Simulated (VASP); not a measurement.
A run of VASP 6.6.1:

File INCAR:

```
ALGO = Normal
EDIFF = 1E-6
EDIFFG = -0.03
ENCUT = 520
GGA = PE
IBRION = 2
ISIF = 2
ISMEAR = -1
LASPH = True
LCHARG = False
LREAL = Auto
LUSENCCL = False
LWAVE = False
NELECT = 208.0
NELM = 80
NSW = 60
PREC = Accurate
SIGMA = 0.01
```

KPOINTS

```
k-points
0
Gamma
  2 2 2
```

The input POSCAR:

```
Be27S26
1.0
    0.0000000000      7.3054549467      7.3054549467
    7.3054549467      0.0000000000      7.3054549467
    7.3054549467      7.3054549467      0.0000000000
Be S
27 26
Direct
    0.0000000000      0.0000000000      0.0000000000
    0.0000000000      0.0000000000      0.3333333333
    0.0000000000      0.0000000000      0.6666666667
    0.0000000000      0.3333333333      0.0000000000
    0.0000000000      0.3333333333      0.3333333333
    0.0000000000      0.3333333333      0.6666666667
    0.0000000000      0.6666666667      0.0000000000
    0.0000000000      0.6666666667      0.3333333333
    0.0000000000      0.6666666667      0.6666666667
    0.3333333333      0.0000000000      0.0000000000
    0.3333333333      0.0000000000      0.3333333333
    0.3333333333      0.0000000000      0.6666666667
    0.3333333333      0.3333333333      0.0000000000
    0.3333333333      0.3333333333      0.3333333333
    0.3333333333      0.3333333333      0.6666666667
    0.3333333333      0.6666666667      0.0000000000
    0.3333333333      0.6666666667      0.3333333333
    0.3333333333      0.6666666667      0.6666666667
    0.6666666667      0.0000000000      0.0000000000
    0.6666666667      0.0000000000      0.3333333333
    0.6666666667      0.0000000000      0.6666666667
    0.6666666667      0.3333333333      0.0000000000
    0.6666666667      0.3333333333      0.3333333333
    0.6666666667      0.3333333333      0.6666666667
    0.6666666667      0.6666666667      0.0000000000
    0.6666666667      0.6666666667      0.3333333333
    0.6666666667      0.6666666667      0.6666666667
    0.0833333333      0.0833333333      0.4166666667
    0.0833333333      0.0833333333      0.7500000000
    0.0833333333      0.4166666667      0.0833333333
    0.0833333333      0.4166666667      0.4166666667
    0.0833333333      0.4166666667      0.7500000000
    0.0833333333      0.7500000000      0.0833333333
    0.0833333333      0.7500000000      0.4166666667
    0.0833333333      0.7500000000      0.7500000000
    0.4166666667      0.0833333333      0.0833333333
    0.4166666667      0.0833333333      0.4166666667
    0.4166666667      0.0833333333      0.7500000000
    0.4166666667      0.4166666667      0.0833333333
    0.4166666667      0.4166666667      0.4166666667
    0.4166666667      0.4166666667      0.7500000000
    0.4166666667      0.7500000000      0.0833333333
    0.4166666667      0.7500000000      0.4166666667
    0.4166666667      0.7500000000      0.7500000000
    0.7500000000      0.0833333333      0.0833333333
    0.7500000000      0.0833333333      0.4166666667
    0.7500000000      0.0833333333      0.7500000000
    0.7500000000      0.4166666667      0.0833333333
    0.7500000000      0.4166666667      0.4166666667
    0.7500000000      0.4166666667      0.7500000000
    0.7500000000      0.7500000000      0.0833333333
    0.7500000000      0.7500000000      0.4166666667
    0.7500000000      0.7500000000      0.7500000000
```

Potentials or basis: VASP PAW PBE potentials, release 64 (Be, S).

The run is started by

```bash
$ cat potpaw_PBE.64/Be/POTCAR potpaw_PBE.64/S/POTCAR > POTCAR
$ mpirun -np 1 vasp_std > vasp.out
```

Hardware: 1 × NVIDIA H100 80GB with 1 thread of AMD EPYC 7R13 Processor (Zen 3), on a shared host.

Question: Estimate the wall time of this run.

Answer: Wall time 10 min on 1 × NVIDIA H100 80GB with 1 thread of AMD EPYC 7R13 Processor (Zen 3), on a shared host, peak memory 1.8 GiB. Counts: scf iterations 108, k points 3, ion steps 11.
